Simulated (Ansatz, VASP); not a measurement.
## Re: VASP beside Ansatz

Contents of INCAR:

```
PREC = Accurate
ENCUT = 520
EDIFF = 1E-6
ISMEAR = 0
SIGMA = 0.15
LREAL = F
LASPH = T
NELM = 100
ALGO = Normal
ISIF = 2
LWAVE = F
LCHARG = F
GGA = PE
NBANDS = 10
```

KPOINTS

```
Automatic mesh
0
Gamma
  10 10 10
```

POSCAR

```
Re
1.0
    0.0000000000      2.0501110138      1.7567401277
    2.0501110138      0.0000000000      1.7567401277
    2.0501110138      2.0501110138      0.0000000000
Re
1
Direct
    0.0000000000      0.0000000000      0.0000000000
```

Input for Ansatz:

```yaml
crystal:
  lattice:
    - [0.0, 2.0501110138, 1.7567401277]
    - [2.0501110138, 0.0, 1.7567401277]
    - [2.0501110138, 2.0501110138, 0.0]
  atoms:
    - { symbol: Re, position: [0.0, 0.0, 0.0] }
basis:
  ecutwfc: 420
kpoints:
  mp_grid: { grid: [10, 10, 10] }
hamiltonian:
  xc: pbe
scf:
  occupations: { method: gaussian, width: 0.15 }
output:
  forces: true
  stress: true
  eigenvalues: true
```

Alike in both runs: task single point; functional PBE; k mesh 10 × 10 × 10; occupations gaussian, width 0.15 eV; no spin polarisation.

|  | VASP | Ansatz |
| --- | --- | --- |
| version | VASP 6.6.1 | Ansatz 0.2.0 |
| potentials or method | VASP PAW PBE potentials, release 64 (Re), cutoff 520 eV | scalar-relativistic, plane waves, PAW |
| valence electrons in the cell | 7 | 15 |

|  | VASP | Ansatz | Ansatz less VASP |
| --- | --- | --- | --- |
| gap on the k mesh at the Fermi level (eV) | none | none | - |
| pressure (GPa) | 7.4 | 7.9 | +0.47 |
| traceless stress, the component that is largest in VASP (GPa) | 16.60 | 16.46 | -0.143 |

A gap of «none» marks a metal or a gap that the smearing closes. VASP's potentials hold 7 valence electrons a cell and Ansatz's 15, so a difference there can come from the potentials and not from the codes.

Spin-orbit coupling is off throughout.
